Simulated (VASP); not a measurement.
The system is W.

```
W
1.0
     0.00000    2.03000    2.03000
     2.03000    0.00000    2.03000
     2.03000    2.03000    0.00000
W
1
Direct
  0.00000 0.00000 0.00000
```

This isn't the form of W at room conditions, which is bcc.

| Quantity | Value |
| --- | --- |
| Program | VASP 6.6.1 |
| Task | relaxation of volume and atoms at fixed shape |
| Functional | r2SCAN |
| Potentials or basis | VASP PAW PBE potentials, release 64 (W_sv) |
| Cutoff | 600 eV |
| k mesh | 14 × 14 × 14 |
| Occupations | gaussian, width 0.1 eV |
| Spin | no spin polarisation |

At the start: pressure -7.9 GPa; volume 16.73 Å³/atom.

Task: How do energy, volume and symmetry change on relaxing?

Result: Over 4 steps the energy falls by 11.7 meV/atom and the volume is 16.27 Å³/atom (-2.7 %); space group Fm-3m (No. 225, to 0.1 Å) before and after.

The path:
| step | energy change (eV) | largest force (eV/Å) | pressure (GPa) | volume (Å³) |
| --- | --- | --- | --- | --- |
| 1 | 0.0000 | 0.0000 | -7.88 | 16.73 |
| 2 | 0.1295 | 0.0000 | 33.69 | 14.82 |
| 3 | -0.0116 | 0.0000 | -0.33 | 16.29 |
| 4 | -0.0117 | 0.0000 | -0.03 | 16.27 |

Final structure:
```cif
data_structure
_symmetry_space_group_name_H-M 'P 1'
_symmetry_Int_Tables_number 1
_cell_length_a 2.8443
_cell_length_b 2.8443
_cell_length_c 2.8443
_cell_angle_alpha 60.000
_cell_angle_beta 60.000
_cell_angle_gamma 60.000
_cell_volume 16.27
loop_
_atom_site_label
_atom_site_type_symbol
_atom_site_fract_x
_atom_site_fract_y
_atom_site_fract_z
_atom_site_occupancy
W1 W 0.00000 0.00000 0.00000 1
```

Caveat: the PAW data sets were made with another functional, which shifts forces and pressure a little.
